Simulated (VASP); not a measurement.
Runs of VASP 6.6.1 on ZnS. The structure is that of space group F-43m (No. 216), or close to it. The cells are those of the table. 

```csv
level,cell,smearing,gap on the mesh (eV),pressure (GPa)
PBE,"a = 3.916 Å, angles 60.0°, 2 atoms",fermi-dirac 0.02 eV,1.80,-3.1
r2SCAN,"a = 3.705, b = 3.705, c = 3.597 Å, angles 61.0, 61.0, 58.1°, 2 atoms",gaussian 0.01 eV,3.18,(b)
PBE,"a = 3.705, b = 3.705, c = 3.597 Å, angles 61.0, 61.0, 58.1°, 2 atoms",fermi-dirac 0.02 eV,(c),14.1
r2SCAN,"a = 3.916 Å, angles 60.0°, 2 atoms",gaussian 0.01 eV,(a),-5.3
```

Alike in all rows: task single point; potentials or basis VASP PAW PBE potentials, release 64 (Zn, S); no spin polarisation; k mesh 8 × 8 × 8; cutoff (eV) 520.

Question: Fill in the values left out.

Answer: (a) 2.34; (b) 11.7; (c) 2.59.

Caveats: the PAW data sets were made with another functional, which shifts forces and pressure a little (some runs).

A k mesh can miss the band edges.
